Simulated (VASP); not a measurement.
Set up this calculation in VASP 6.6.1, as the native input.

| Item | Value |
| --- | --- |
| Task | single point |
| Functional | PBE |
| Potentials or basis | VASP PAW PBE potentials, release 64 (In_d, Au) |
| Cutoff | 520 eV |
| k mesh | 4 × 4 × 4 |
| Occupations | gaussian, width 0.1 eV |
| Spin | no spin polarisation |
| Dipole correction | no |
| Further INCAR settings | ALGO = Normal; EDIFF = 1e-06; NBANDS = 32 |

The structure of InAu lies in POSCAR:

```
InAu
1.0
    3.9237038026      0.0000000000      0.0000000000
    0.0000000000      3.9237038026      0.0000000000
    0.0000000000      0.0000000000      7.1999933266
In Au
2 2
Direct
    0.0000000000      0.0000000000      0.2984092586
    0.0000000000      0.0000000000      0.7015907414
    0.0000000000      0.5000000000      0.0000000000
    0.5000000000      0.0000000000      0.0000000000
```

The cell was built from a structure type or drawn by symmetry, and may not be a known phase.

The input as run:

INCAR

```
SYSTEM = InAu
  PREC = Accurate
  ENCUT = 520
  EDIFF = 1E-6
  ISMEAR = 0
  SIGMA = 0.1
  LREAL = .FALSE.
  LASPH = .TRUE.
  NELM = 80
  ALGO = Normal
  ISIF = 2
  LWAVE = .FALSE.
  LCHARG = .FALSE.
  GGA = PE
  NBANDS = 32
```

KPOINTS

```
Automatic mesh
0
G
  4 4 4
  0 0 0
```

Potentials or basis: VASP PAW PBE potentials, release 64 (In_d, Au).

Run with:

```sh
$ cat potpaw_PBE.64/In_d/POTCAR potpaw_PBE.64/Au/POTCAR > POTCAR
$ mpirun -np 1 vasp_std > vasp.out
```

Results of the run:

```json
{
  "Pressure": "0.1 GPa",
  "Largest force": "0.024 eV/Å",
  "Band gap on the k mesh": "zero (bands 24 and 25 overlap by 2.76 eV)"
}
```

Caveat: the k points lie up to 0.40 Å⁻¹ apart, too coarse for converged energies and pressures of a metal; spin-orbit coupling is left out, which moves the levels of the heavy elements.

Wall time 45 s on 1 thread of Intel(R) Xeon(R) Platinum 8488C (Sapphire Rapids), with other jobs on the host, peak memory 0.23 GiB.
